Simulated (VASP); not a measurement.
# HfTe6Mo (Fm-3m) in VASP: notebook, part 2 of 2

VASP 6.6.1.

## 3. Single point, PBE

This run uses another cell than the first one, of 25.07 Å³/atom.

The input, INCAR:

```
PREC = Accurate
ENCUT = 500
EDIFF = 1E-6
ISMEAR = 0
SIGMA = 0.2
LREAL = False
LASPH = True
NELM = 120
ALGO = Normal
ISIF = 2
LWAVE = False
LCHARG = False
GGA = PE
NBANDS = 40
GGA_COMPAT = False
```

The input, KPOINTS:

```
Automatic mesh
0
Gamma
  3 3 3
```

The input, POSCAR:

```
HfTe6Mo
1.0
    0.0000000000      4.6462099388      4.6462099388
    4.6462099388      0.0000000000      4.6462099388
    4.6462099388      4.6462099388      0.0000000000
Hf Te Mo
1 6 1
Direct
    0.5000000000      0.5000000000      0.5000000000
    0.5000000000      0.0000000000      0.0000000000
    0.0000000000      0.5000000000      0.5000000000
    0.0000000000      0.5000000000      0.0000000000
    0.5000000000      0.0000000000      0.5000000000
    0.0000000000      0.0000000000      0.5000000000
    0.5000000000      0.5000000000      0.0000000000
    0.0000000000      0.0000000000      0.0000000000
```

Potentials or basis: VASP PAW PBE potentials, release 64 (Hf_pv, Te, Mo_sv).

Launch:

```
cat potpaw_PBE.64/Hf_pv/POTCAR potpaw_PBE.64/Te/POTCAR potpaw_PBE.64/Mo_sv/POTCAR > POTCAR
mpirun -np 1 vasp_std > vasp.out
```

OUTCAR:

```text
PREC = Accurate
   ENCUT = 500
   EDIFF = 1E-6
   ISMEAR = 0
   LREAL = False
   LASPH = True
   NELM = 120
   ISIF = 2
   GGA = PE

 ion  position               nearest neighbor table
   1  0.500  0.500  0.500-   3 3.29   5 3.29   7 3.29   2 3.29   4 3.29   7 3.29   2 3.29   5 3.29
                             6 3.29   3 3.29   4 3.29   6 3.29
   2  0.500  0.000  0.000-   5 3.29   7 3.29   8 3.29   1 3.29   5 3.29   6 3.29   1 3.29   4 3.29
[... 373 lines left out ...]
  Total       -0.3071015     -0.3071015     -0.3071015      0.0000000      0.0000000     -0.0000000
  in kB       -2.4528218     -2.4528218     -2.4528218      0.0000000      0.0000000     -0.0000000
  external PRESSURE =      -2.4528218 kB  Pullay stress =       0.0000000 kB

 VOLUME and BASIS-vectors are now :
 -----------------------------------------------------------------------------
  energy-cutoff  :      500.00
  volume of cell :      200.60
      direct lattice vectors                 reciprocal lattice vectors
     0.000000000  4.646209939  4.646209939    -0.107614595  0.107614595  0.107614595
     4.646209939  0.000000000  4.646209939     0.107614595 -0.107614595  0.107614595
     4.646209939  4.646209939  0.000000000     0.107614595  0.107614595 -0.107614595

 POSITION                                       TOTAL-FORCE (eV/Angst)
 -----------------------------------------------------------------------------------
      4.64621      4.64621      4.64621         0.000000      0.000000      0.000000
      0.00000      2.32310      2.32310         0.000000      0.000000     -0.000000
      4.64621      2.32310      2.32310         0.000000      0.000000     -0.000000
      2.32310      0.00000      2.32310         0.000000      0.000000      0.000000
      2.32310      4.64621      2.32310        -0.000000      0.000000      0.000000
      2.32310      2.32310      0.00000         0.000000     -0.000000      0.000000
      2.32310      2.32310      4.64621        -0.000000     -0.000000     -0.000000
      0.00000      0.00000      0.00000         0.000000     -0.000000      0.000000
 -----------------------------------------------------------------------------------
    total drift:                                0.000000     -0.000000     -0.000000

  FREE ENERGIE OF THE ION-ELECTRON SYSTEM (eV)
  ---------------------------------------------------
  free  energy   TOTEN  =       -35.0801773537 eV

  energy  without entropy=      -34.8783374344  energy(sigma->0) =      -34.97925739
```

stdout:

```text
POSCAR found type information on POSCAR HfTeMo
 POSCAR found :  3 types and       8 ions
 scaLAPACK will be used
 LDA part: xc-table for (Slater+PW92), standard interpolation
 POSCAR, INCAR and KPOINTS ok, starting setup
 FFT: planning ... GRIDC
 FFT: planning ... GRID_SOFT
 FFT: planning ... GRID
 WAVECAR not read
 entering main loop
```

Run time: 99 s. Hardware: 1 thread of Intel Xeon 8259CL, shared host; peak memory 0.32 GiB.

What came out:

```yaml
Free_energy: -35.0802 eV
Pressure: -0.2 GPa
Band_gap_on_the_k_mesh: 0.17 eV (least direct gap 0.19 eV)
```

Levels at points of the mesh, in eV from the valence-band top:
| k point | band 28 | band 29 | band 30 | band 31 | band 32 | band 33 |
| --- | --- | --- | --- | --- | --- | --- |
| (0.00, 0.00, 0.00) | -0.27 | -0.26 | -0.26 | 0.78 | 0.78 | 0.97 |

Caveat: spin-orbit coupling is left out, which moves the levels of the heavy elements; an odd mesh through Γ misses points on the zone boundary, where band edges can lie.

## 4. Single point, PBE

This run uses another cell than the first one, of 40.98 Å³/atom.

Edit INCAR of step 3 so:

```diff
@@ -11,4 +11,6 @@
 LWAVE = False
-LCHARG = False
+LCHARG = True
 GGA = PE
+LELF = True
+LVHAR = True
 NBANDS = 40
```

KPOINTS is that of step 3.

The input, POSCAR:

```
HfTe6Mo
1.0
    0.0000000000      5.4729005934      5.4729005934
    5.4729005934      0.0000000000      5.4729005934
    5.4729005934      5.4729005934      0.0000000000
Hf Te Mo
1 6 1
Direct
    0.0000000000      0.0000000000      0.0000000000
    0.7457791507      0.2542208493      0.2542208493
    0.2542208493      0.7457791507      0.7457791507
    0.2542208493      0.7457791507      0.2542208493
    0.7457791507      0.2542208493      0.7457791507
    0.2542208493      0.2542208493      0.7457791507
    0.7457791507      0.7457791507      0.2542208493
    0.5000000000      0.5000000000      0.5000000000
```

Launch:

```
cat potpaw_PBE.64/Hf_pv/POTCAR potpaw_PBE.64/Te/POTCAR potpaw_PBE.64/Mo_sv/POTCAR > POTCAR
mpirun -np 1 vasp_std > vasp.out
```

Wall time 3.8 min (1 thread of Intel Xeon 8259CL, shared host); peak memory 0.45 GiB.

The run converged. Its results:

```
Free energy            : -38.7522 eV
Pressure               : -0.2 GPa
Largest force          : 0.017 eV/Å
Band gap on the k mesh : zero (bands 30 and 31 overlap by 0.29 eV)
```

Forces in eV/Å, atoms in the order of the input:
```
Hf   0.000  0.000  0.000
Te  -0.017  0.000  0.000
Te   0.017  0.000  0.000
Te   0.000 -0.017  0.000
Te   0.000  0.017  0.000
Te   0.000  0.000 -0.017
Te   0.000  0.000  0.017
Mo   0.000  0.000  0.000
```

Levels at points of the mesh, in eV from the Fermi level:
```tsv
k point	band 25	band 26	band 27	band 28	band 29	band 30	band 31	band 32	band 33	band 34
(0.00, 0.00, 0.00)	-0.74	-0.69	-0.69	-0.69	0.10	0.10	0.10	0.78	0.78	0.78
```

Caveat: spin-orbit coupling is left out, which moves the levels of the heavy elements.

## 5. The runs side by side

```csv
cell,gap on the mesh (eV),pressure (GPa)
"a = 6.547 Å, angles 60.0°, 8 atoms, atomic positions A",0.18,0.6
"a = 6.571 Å, angles 60.0°, 8 atoms, atomic positions A",0.17,-0.2
"a = 7.740 Å, angles 60.0°, 8 atoms, atomic positions B",none,-0.2
```

Alike in all rows: task single point; level PBE; potentials or basis VASP PAW PBE potentials, release 64 (Hf_pv, Te, Mo_sv); no spin polarisation; k mesh 3 × 3 × 3; cutoff (eV) 500; smearing gaussian 0.2 eV.

Caveats: spin-orbit coupling is left out, which moves the levels of the heavy elements; an odd mesh through Γ misses points on the zone boundary, where band edges can lie (at least some runs).

Total energies depend on the potentials used, so only differences within one code and one set of settings carry meaning.
